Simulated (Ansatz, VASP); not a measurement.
# Two plane-wave programs on WSe2

```
W Se
1.0
     3.33673    0.06636    0.01828
    -1.61090    2.88792   -0.00730
     0.13262    0.01540   24.46733
W Se
2 4
Direct
  0.74629 0.39735 0.13806
  0.29851 0.58596 0.86411
  0.39132 0.68821 0.21337
  0.64148 0.28279 0.93030
  0.26741 0.71933 0.07472
  0.65500 0.32637 0.77943
```

Change from the starting cell: all atoms moved at random, cell strained at random.

Alike in both runs: task single point; functional PBE; k mesh 9 × 9 × 2; occupations gaussian, width 0.02 eV; no spin polarisation.

```csv
,VASP,Ansatz
version,VASP 6.6.1,Ansatz 0.2.0
potentials or method,"VASP PAW PBE potentials, release 64 (W_sv, Se), cutoff 520 eV","scalar-relativistic, plane waves, PAW"
valence electrons in the cell,52,92
```

|  | VASP | Ansatz | Ansatz less VASP |
| --- | --- | --- | --- |
| gap on the k mesh at the Fermi level (eV) | 0.53 | 0.53 | +0.003 |
| least direct gap on the mesh (eV) | 0.94 | 0.95 | +0.005 |
| rms of the force components (eV/Å) | 2.848 | 2.836 | -0.0128 |

Atom by atom the forces differ by 0.022 eV/Å (rms over components). VASP's potentials hold 52 valence electrons a cell and Ansatz's 92, so a difference there can come from the potentials and not from the codes.

Spin-orbit coupling is off throughout.
